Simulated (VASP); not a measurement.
CdS:

```
Cd S
1.0
     0.00000    2.93921    2.93921
     2.93921    0.00000    2.93921
     2.93921    2.93921    0.00000
Cd S
1 1
Direct
  0.00000 0.00000 0.00000
  0.25000 0.25000 0.25000
```

Base run:

* Program: VASP 6.6.1
* Functional: r2SCAN
* Potentials or basis: VASP PAW PBE potentials, release 64 (Cd, S)
* Cutoff: 550 eV
* k mesh: 6 × 6 × 6
* Occupations: fermi-dirac, width 0.001 eV
* Spin: no spin polarisation

Its results: band gap on the k mesh 1.54 eV, direct; pressure 0.3 GPa.

**Question.** The run is repeated on the same cell with these changes: functional from r2SCAN to PBEsol; cutoff from 550 eV to 500 eV; occupations from fermi-dirac, width 0.001 eV to gaussian, width 0.01 eV. What comes out?

**Answer.** Band gap on the k mesh 0.96 eV, direct; pressure -1.2 GPa.

Caveats: the PAW data sets were made with another functional, which shifts forces and pressure a little.

